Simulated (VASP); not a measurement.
# HfO2 (Fm-3m) in VASP: further runs

Runs on HfO2. Level: PBE+U. Tasks: single point.

Program: VASP 6.6.1. These are calculated values, not measurements. Logs are shortened: lines on timing, memory, paths and dates and some standing lists are left out, and cuts for length are marked.

**1. The cell of the first run**

The structure is cubic, space group Fm-3m (No. 225). The conventional cell has a = 5.139 Å, b = 5.139 Å, c = 5.139 Å, α = 90.00°, β = 90.00°, γ = 90.00°. Within 2.9 Å of Hf (site symmetry m-3m) lie 8 O at 2.23 Å. O (site symmetry -43m) has 4 Hf at 2.23 Å and 6 O at 2.57 Å within 2.9 Å.

**2. Single point, PBE+U**

File INCAR:

```
SYSTEM = HfO2
PREC = Accurate
ENCUT = 520
EDIFF = 1E-7
ISMEAR = -1
SIGMA = 0.05
LREAL = .FALSE.
LASPH = .TRUE.
NELM = 150
ALGO = Normal
ISIF = 2
LWAVE = .FALSE.
LCHARG = .FALSE.
LMAXMIX = 4
LDAU = .TRUE.
LDAUTYPE = 2
LDAUL = 2 -1
LDAUU = 4 0
LDAUJ = 0 0
LDAUPRINT = 1
GGA = PE
NBANDS = 18
```

File KPOINTS:

```
Automatic mesh
0
G
  9 9 9
  0 0 0
```

File POSCAR:

```
HfO2
1.0
    0.0000000000      2.5694436645      2.5694436645
    2.5694436645      0.0000000000      2.5694436645
    2.5694436645      2.5694436645      0.0000000000
Hf O
1 2
Direct
    0.0000000000      0.0000000000      0.0000000000
    0.7500000000      0.7500000000      0.7500000000
    0.2500000000      0.2500000000      0.2500000000
```

Potentials or basis: VASP PAW PBE potentials, release 64 (Hf_pv, O).

Started as:

```console
$ cat potpaw_PBE.64/Hf_pv/POTCAR potpaw_PBE.64/O/POTCAR > POTCAR
$ mpirun -np 1 vasp_std > vasp.out
```

OUTCAR:

```text
SYSTEM = HfO2
   PREC = Accurate
   ENCUT = 520
   EDIFF = 1E-7
   ISMEAR = -1
   LREAL = .FALSE.
   LASPH = .TRUE.
   NELM = 150
   ISIF = 2
   GGA = PE

 ion  position               nearest neighbor table
   1  0.000  0.000  0.000-   2 2.23   2 2.23   2 2.23   2 2.23   3 2.23   3 2.23   3 2.23   3 2.23

   2  0.750  0.750  0.750-   1 2.23   1 2.23   1 2.23   1 2.23
   3  0.250  0.250  0.250-   1 2.23   1 2.23   1 2.23   1 2.23

  LATTYP: Found a face centered cubic cell.
 ALAT       =     5.1388873290

  Lattice vectors:

 A1 = (   0.0000000000,   2.5694436645,   2.5694436645)
 A2 = (   2.5694436645,   0.0000000000,   2.5694436645)
 A3 = (   2.5694436645,   2.5694436645,   0.0000000000)

Analysis of symmetry for initial positions (statically):
=====================================================================
 Subroutine PRICEL returns:
 Original cell was already a primitive cell.

 Routine SETGRP: Setting up the symmetry group for a
 face centered cubic supercell.

 Subroutine GETGRP returns: Found 48 space group operations
 (whereof 48 operations were pure point group operations)
 out of a pool of 48 trial point group operations.

The static configuration has the point symmetry O_h .

Analysis of symmetry for dynamics (positions and initial velocities):
=====================================================================
 Subroutine PRICEL returns:
 Original cell was already a primitive cell.

 Routine SETGRP: Setting up the symmetry group for a
 face centered cubic supercell.

 Subroutine GETGRP returns: Found 48 space group operations
 (whereof 48 operations were pure point group operations)
 out of a pool of 48 trial point group operations.

The dynamic configuration has the point symmetry O_h .

 Subroutine INISYM returns: Found 48 space group operations
 (whereof 48 operations are pure point group operations),
 and found     1 'primitive' translations

----------------------------------------------------------------------------------------

                                     Primitive cell

  volume of cell :      33.9271

  direct lattice vectors                    reciprocal lattice vectors
     0.000000000  2.569443665  2.569443665    -0.194594654  0.194594654  0.194594654
     2.569443665  0.000000000  2.569443665     0.194594654 -0.194594654  0.194594654
     2.569443665  2.569443665  0.000000000     0.194594654  0.194594654 -0.194594654

  length of vectors
     3.633742078  3.633742078  3.633742078     0.337047827  0.337047827  0.337047827

  position of ions in fractional coordinates (direct lattice)
     0.000000000  0.000000000  0.000000000
     0.750000000  0.750000000  0.750000000
     0.250000000  0.250000000  0.250000000

  ion indices of the primitive-cell ions
   primitive index   ion index
                 1           1
                 2           2
                 3           3

----------------------------------------------------------------------------------------

 KPOINTS: Automatic mesh

Automatic generation of k-mesh.
 Grid dimensions read from file:
 generate k-points for:    9    9    9

 Generating k-lattice:

  Cartesian coordinates                     Fractional coordinates (reciprocal lattice)
    -0.021621628  0.021621628  0.021621628     0.111111111  0.000000000  0.000000000
     0.021621628 -0.021621628  0.021621628     0.000000000  0.111111111  0.000000000
     0.021621628  0.021621628 -0.021621628     0.000000000  0.000000000  0.111111111

  Length of vectors
     0.037449759  0.037449759  0.037449759

  Shift w.r.t. Gamma in fractional coordinates (k-lattice)
     0.000000000  0.000000000  0.000000000
[... 38 lines left out ...]
   ions per type =               1   2
   NGX,Y,Z   is equivalent  to a cutoff of  12.81, 12.81, 12.81 a.u.
   NGXF,Y,Z  is equivalent  to a cutoff of  25.62, 25.62, 25.62 a.u.
 SYSTEM =  HfO2
   PREC   = accura    normal or accurate (medium, high low for compatibility)
   ISTART =      0    job   : 0-new  1-cont  2-samecut
   ICHARG =      2    charge: 1-file 2-atom 10-const
   ISPIN  =      1    spin polarized calculation?
   LNONCOLLINEAR =      F non collinear calculations
   LSORBIT =      F    spin-orbit coupling
   LASPH  =      T    aspherical Exc in radial PAW
   ENCUT  =  520.0 eV  38.22 Ry    6.18 a.u.   6.76  6.76  6.76*2*pi/ulx,y,z
   NELM   =    150;   NELMIN=  2; NELMDL= -5     # of ELM steps
   EDIFF  = 0.1E-06   stopping-criterion for ELM
   LREAL  =      F    real-space projection
   EDIFFG = 0.1E-05   stopping-criterion for IOM
   NSW    =      0    number of steps for IOM
   IBRION =     -1    ionic relax: 0-MD 1-quasi-New 2-CG
   NFREE  =      0    steps in history (QN), initial steepest desc. (CG)
   ISIF   =      2    stress and relaxation
   ISYM   =      2    0-nonsym 1-usesym 2-fastsym
   POTIM  = 0.5000    time-step for ionic-motion
   TEBEG  =    0.0;   TEEND  =   0.0 temperature during run
   PSTRESS=    0.0 pullay stress
   NELECT =      22.0000    total number of electrons
   NUPDOWN=      -1.0000    fix difference up-down
   EMIN   =  10.00;   EMAX   =-10.00  energy-range for DOS
   EFERMI =   0.00;   METHOD = LEGACY
   ISMEAR =    -1;   SIGMA  =   0.05  broadening in eV -4-tet -1-fermi 0-gaus
   EFERMI_NEDOS =   21; number of points for ismear=-14 and -15
   IALGO  =     38    algorithm
   IMIX   =      4    mixing-type and parameters
     AMIX     =   0.40;   BMIX     =  1.00
     AMIX_MAG =   1.60;   BMIX_MAG =  1.00
  volume/ion in A,a.u.               =      11.31        76.32
  Fermi-wavevector in a.u.,A,eV,Ry     =   1.416989  2.677722 27.318583  2.007859
  Thomas-Fermi vector in A             =   2.538266
   LORBIT       =      0    0 simple, 1 ext, 2 COOP (PROOUT), +10 PAW based schemes
 LDA+U is selected, type is set to LDAUTYPE =  2
   angular momentum for each species LDAUL =     2   -1
   U (eV)           for each species LDAUU =   4.0  0.0
   J (eV)           for each species LDAUJ =   0.0  0.0
   GGA     = PE    functional components
   LHFCALC =     F    Hartree Fock is set to
   AEXX    =    0.0000 exact exchange contribution
   IVDW    =     0    specifies the selected vdW correction
   LEPSILON=     F    determine dielectric tensor
   LRPA    =     F    only Hartree local field effects (RPA)
 non-spin polarized calculation
  energy-cutoff  :      520.00
  volume of cell :       33.93
 maximum number of plane-waves:       941
   NGX = 13   NGY = 13   NGZ = 13

atom =   1  type =  1  l = 2

 onsite density matrix

spin component  1

  0.1650 -0.0000 -0.0000  0.0000 -0.0000
 -0.0000  0.1650  0.0000 -0.0000 -0.0000
 -0.0000  0.0000  0.0504  0.0000 -0.0000
  0.0000 -0.0000  0.0000  0.1650  0.0000
 -0.0000 -0.0000 -0.0000  0.0000  0.0504

spin component  2

  0.1650 -0.0000 -0.0000  0.0000 -0.0000
 -0.0000  0.1650  0.0000 -0.0000 -0.0000
 -0.0000  0.0000  0.0504  0.0000 -0.0000
  0.0000 -0.0000  0.0000  0.1650  0.0000
 -0.0000 -0.0000 -0.0000  0.0000  0.0504

 occupancies and eigenvectors

  o =  0.0504  v =  0.0000 -0.0000  0.0806  0.0000  0.9967  0.0000  0.0000  0.0000  0.0000  0.0000      0.0000  0.0000  0.0000  0.0000  0.0000  0.0000  0.0000  0.0000  0.0000  0.0000
  o =  0.0504  v =  0.0000  0.0000  0.0000  0.0000  0.0000  0.0000 -0.0000  0.0806  0.0000  0.9967      0.0000  0.0000  0.0000  0.0000  0.0000  0.0000  0.0000  0.0000  0.0000  0.0000
  o =  0.0504  v =  0.0000  0.0000  0.0000  0.0000  0.0000  0.0000 -0.0000 -0.9967  0.0000  0.0806      0.0000  0.0000  0.0000  0.0000  0.0000  0.0000  0.0000  0.0000  0.0000  0.0000
  o =  0.0504  v =  0.0000 -0.0000 -0.9967  0.0000  0.0806  0.0000  0.0000  0.0000  0.0000  0.0000      0.0000  0.0000  0.0000  0.0000  0.0000  0.0000  0.0000  0.0000  0.0000  0.0000
  o =  0.1650  v =  0.0000 -0.9182  0.0000 -0.3960  0.0000  0.0000  0.0000  0.0000  0.0000  0.0000      0.0000  0.0000  0.0000  0.0000  0.0000  0.0000  0.0000  0.0000  0.0000  0.0000
  o =  0.1650  v =  0.0000  0.0000  0.0000  0.0000  0.0000  0.0000 -0.9182  0.0000 -0.3960  0.0000      0.0000  0.0000  0.0000  0.0000  0.0000  0.0000  0.0000  0.0000  0.0000  0.0000
  o =  0.1650  v =  1.0000  0.0000  0.0000  0.0000  0.0000  0.0000  0.0000  0.0000  0.0000  0.0000      0.0000  0.0000  0.0000  0.0000  0.0000  0.0000  0.0000  0.0000  0.0000  0.0000
  o =  0.1650  v =  0.0000  0.0000  0.0000  0.0000  0.0000  1.0000  0.0000  0.0000  0.0000  0.0000      0.0000  0.0000  0.0000  0.0000  0.0000  0.0000  0.0000  0.0000  0.0000  0.0000
  o =  0.1650  v =  0.0000  0.0000  0.0000  0.0000  0.0000  0.0000  0.3960 -0.0000 -0.9182  0.0000      0.0000  0.0000  0.0000  0.0000  0.0000  0.0000  0.0000  0.0000  0.0000  0.0000
  o =  0.1650  v =  0.0000  0.3960 -0.0000 -0.9182  0.0000  0.0000  0.0000  0.0000  0.0000  0.0000      0.0000  0.0000  0.0000  0.0000  0.0000  0.0000  0.0000  0.0000  0.0000  0.0000

 number of electron      21.9999994 magnetization

 Free energy of the ion-electron system (eV)
  ---------------------------------------------------
  ext. energy  EPLUGINS =         0.00000000
  ---------------------------------------------------
  free energy    TOTEN  =       -28.07010840 eV

  energy without entropy =      -28.07010840  energy(sigma->0) =      -28.07010840

 E-fermi :   5.1893     XC(G=0): -11.6258

 val. band max:        4.1681187511   @ k =  -0.4444   0.4444   0.0000
 cond. band min:       8.4690836228   @ k =   0.4444   0.4444   0.0000
 fundamental gap:      4.3009648717
 Fermi energy:         5.1892722150

 k-point     1 :       0.0000    0.0000    0.0000
  band No.  band energies     occupation
      1     -26.3410      2.00000
      2     -26.3410      2.00000
      3     -26.3410      2.00000
      4     -14.3236      2.00000
      5     -11.4318      2.00000
      6      -0.6855      2.00000
[... 481 lines left out ...]
      5     -12.4411      2.00000
      6      -1.8569      2.00000
[... 10 lines left out ...]
     17      15.6733      0.00000
     18      16.6470      0.00000

 [... further k-points ...]

------------------------ aborting loop because EDIFF is reached ----------------------------------------

  FORCE on cell =-STRESS in cart. coord.  units (eV):
  Direction    XX          YY          ZZ          XY          YZ          ZX
  --------------------------------------------------------------------------------------
  -------------------------------------------------------------------------------------
  Total        0.2399095      0.2399095      0.2399095      0.0000000      0.0000000      0.0000000
  in kB       11.3294990     11.3294990     11.3294990      0.0000000      0.0000000      0.0000000
  external PRESSURE =      11.3294990 kB  Pullay stress =       0.0000000 kB

 VOLUME and BASIS-vectors are now :
 -----------------------------------------------------------------------------
  energy-cutoff  :      520.00
  volume of cell :       33.93
      direct lattice vectors                 reciprocal lattice vectors
     0.000000000  2.569443665  2.569443665    -0.194594654  0.194594654  0.194594654
     2.569443665  0.000000000  2.569443665     0.194594654 -0.194594654  0.194594654
     2.569443665  2.569443665  0.000000000     0.194594654  0.194594654 -0.194594654

 POSITION                                       TOTAL-FORCE (eV/Angst)
 -----------------------------------------------------------------------------------
      0.00000      0.00000      0.00000        -0.000000     -0.000000     -0.000000
      3.85417      3.85417      3.85417        -0.000000     -0.000000     -0.000000
      1.28472      1.28472      1.28472         0.000000      0.000000      0.000000
 -----------------------------------------------------------------------------------
    total drift:                                0.000000      0.000000      0.000000

  FREE ENERGIE OF THE ION-ELECTRON SYSTEM (eV)
  ---------------------------------------------------
  free  energy   TOTEN  =       -28.0701083985 eV

  energy  without entropy=      -28.0701083985  energy(sigma->0) =      -28.07010840
```

Wall time 40 s (1 thread of Intel Xeon 8259CL, shared host); peak memory 0.16 GiB.

What came out:

| Item | Value |
| --- | --- |
| Free energy | -28.0701 eV |
| Pressure | 1.1 GPa |
| Band gap on the k mesh | 4.30 eV (least direct gap 4.42 eV) |

Eigenvalues of the final occupation matrices:
```csv
site,spin,trace,eigenvalues
site 1 d,1,0.60,0.05 0.05 0.17 0.17 0.17
site 1 d,2,0.60,0.05 0.05 0.17 0.17 0.17
```

Caveat: spin-orbit coupling is left out, which moves the levels of the heavy elements; an odd mesh through Γ misses points on the zone boundary, where band edges can lie.

**3. Single point, PBE+U**

This run uses another cell than the first one, of 11.39 Å³/atom.

File INCAR:

```
PREC = Accurate ; ENCUT = 520
EDIFF = 1E-7 ; ISMEAR = -1
SIGMA = 0.05 ; LREAL = False
LASPH = True ; NELM = 150
ALGO = Normal ; ISIF = 2
LWAVE = False ; LCHARG = True
LMAXMIX = 4 ; LDAU = True
LDAUTYPE = 2 ; LDAUL = 2 -1
LDAUU = 5 0 ; LDAUJ = 0 0
LDAUPRINT = 1 ; GGA = PE
LELF = True ; LVHAR = True
NBANDS = 18
```

File KPOINTS:

```
Automatic mesh
0
Gamma
  9 9 9
```

File POSCAR:

```
HfO2
1.0
    0.0000000000      2.5753267817      2.5753267817
    2.5753267817      0.0000000000      2.5753267817
    2.5753267817      2.5753267817      0.0000000000
Hf O
1 2
Direct
    0.0000000000      0.0000000000      0.0000000000
    0.7500000000      0.7500000000      0.7500000000
    0.2500000000      0.2500000000      0.2500000000
```

Potentials or basis: VASP PAW PBE potentials, release 64 (Hf_pv, O).

Started as:

```console
$ cat potpaw_PBE.64/Hf_pv/POTCAR potpaw_PBE.64/O/POTCAR > POTCAR
$ mpirun -np 1 vasp_std > vasp.out
```

It took 38 s on 1 thread of Intel Xeon 8259CL, shared host; peak memory 0.17 GiB.

Results (log left out):

| Quantity | Value |
| --- | --- |
| Free energy | -27.5723 eV |
| Pressure | 2.1 GPa |
| Band gap on the k mesh | 4.41 eV (least direct gap 4.52 eV) |

Levels at points of the mesh, in eV from the valence-band top:
| k point | band 9 | band 10 | band 11 | band 12 | band 13 | band 14 |
| --- | --- | --- | --- | --- | --- | --- |
| (0.00, 0.00, 0.00) | -0.56 | -0.56 | -0.56 | 4.98 | 4.98 | 5.24 |

Eigenvalues of the final occupation matrices:
| site | spin | trace | eigenvalues |
| --- | --- | --- | --- |
| site 1 d | 1 | 0.57 | 0.05 0.05 0.16 0.16 0.16 |
| site 1 d | 2 | 0.57 | 0.05 0.05 0.16 0.16 0.16 |

Caveat: spin-orbit coupling is left out, which moves the levels of the heavy elements; an odd mesh through Γ misses points on the zone boundary, where band edges can lie.

(Part 1 of 2 ends here.)
